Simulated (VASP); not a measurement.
Input of a VASP 6.6.1 run:

Contents of POSCAR:

```
Ge
1.0
   -2.4724646921      2.4724646921      1.3433994015
    2.4724646921     -2.4724646921      1.3433994015
    2.4724646921      2.4724646921     -1.3433994015
Ge
2
Direct
    0.2500000000      0.7500000000      0.5000000000
    0.5000000000      0.5000000000      0.0000000000
```

The input INCAR.step1:

```
SYSTEM = Ge
PREC = Accurate
ENCUT = 520
ISMEAR = 0
SIGMA = 0.1
LREAL = .FALSE.
LASPH = .TRUE.
NELM = 60
NBANDS = 21
GGA = PE
ALGO = Normal
EDIFF = 1E-4
LWAVE = .TRUE.
LCHARG = .FALSE.
```

INCAR.step2

```
SYSTEM = Ge
PREC = Accurate
ENCUT = 520
EDIFF = 1E-7
ISMEAR = 0
SIGMA = 0.1
LREAL = .FALSE.
LASPH = .TRUE.
NELM = 60
ALGO = Normal
ISIF = 2
LWAVE = .FALSE.
LCHARG = .FALSE.
METAGGA = R2SCAN
LMIXTAU = .TRUE.
NBANDS = 21
ISTART = 1
```

File KPOINTS:

```
Automatic mesh
0
G
  16 16 16
  0 0 0
```

Potentials or basis: VASP PAW PBE potentials, release 64 (Ge_d).

Launch:

```console
$ cat potpaw_PBE.64/Ge_d/POTCAR > POTCAR
$ cp INCAR.step1 INCAR
$ mpirun -np 1 vasp_std > vasp.out
$ cp INCAR.step2 INCAR
$ mpirun -np 1 vasp_std > vasp.out
```

(1) Estimate the band gap on the k mesh.

(2) Predict the pressure.

Results:

(1) zero (bands 14 and 15 overlap by 6.37 eV).

(2) 13.2 GPa.

Caveat: the cell stands under pressure; the PAW data sets were made with another functional, which shifts forces and pressure a little.
